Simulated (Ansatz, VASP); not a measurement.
# CuO: VASP beside Ansatz

INCAR

```
SYSTEM = CuO
PREC = Accurate ; ENCUT = 520
EDIFF = 1E-6 ; ISMEAR = -1
SIGMA = 0.05 ; LREAL = .FALSE.
LASPH = .TRUE. ; NELM = 80
ALGO = Normal ; ISIF = 2
LWAVE = .FALSE. ; LCHARG = .TRUE.
GGA = PE ; LELF = .TRUE.
LVHAR = .TRUE. ; NBANDS = 25
```

Contents of KPOINTS:

```
regular mesh
0
G
  8 8 6
  0 0 0
```

File POSCAR:

```
CuO
1.0
    3.4670831206      0.0000000000      0.0000000000
    0.0000000000      3.4670831206      0.0000000000
    0.0000000000      0.0000000000      4.3165266131
Cu O
2 2
Direct
    0.0000000000      0.5000000000      0.0000000000
    0.5000000000      0.0000000000      0.5000000000
    0.0000000000      0.0000000000      0.2500000000
    0.0000000000      0.0000000000      0.7500000000
```

The input input.yaml:

```yaml
crystal:
  lattice:
    - [3.4670831206, 0.0, 0.0]
    - [0.0, 3.4670831206, 0.0]
    - [0.0, 0.0, 4.3165266131]
  atoms:
    - { symbol: Cu, position: [0.0, 0.5, 0.0] }
    - { symbol: Cu, position: [0.5, 0.0, 0.5] }
    - { symbol: O, position: [0.0, 0.0, 0.25] }
    - { symbol: O, position: [0.0, 0.0, 0.75] }
hamiltonian:
  xc: pbe
  pseudopotentials: { kind: paw, azcp: { folder: soft_1 } }
kpoints:
  mp_grid: { grid: [8, 8, 6] }
scf:
  occupations: { method: fermi_dirac, width: 0.05 }
output:
  forces: true
  stress: true
  eigenvalues: true
```

Alike in both runs: task single point; functional PBE; k mesh 8 × 8 × 6; occupations fermi-dirac, width 0.05 eV; no spin polarisation.

```csv
,VASP,Ansatz
version,VASP 6.6.1,Ansatz 0.2.0
potentials or method,"VASP PAW PBE potentials, release 64 (Cu, O)",Ansatz PAW soft_1
plane-wave cutoff (eV),520,420
valence electrons in the cell,34,50
```

|  | VASP | Ansatz | Ansatz less VASP |
| --- | --- | --- | --- |
| gap on the k mesh at the Fermi level (eV) | none | none | - |
| pressure (GPa) | -6.3 | -6.8 | -0.47 |
| traceless stress, the component that is largest in VASP (GPa) | 21.48 | 21.95 | +0.467 |

A gap of «none» marks a metal or a gap that the smearing closes. With one functional, cell and mesh, what is left measures potentials, basis and numerics. VASP's potentials hold 34 valence electrons a cell and Ansatz's 50, so a difference there can come from the potentials and not from the codes.
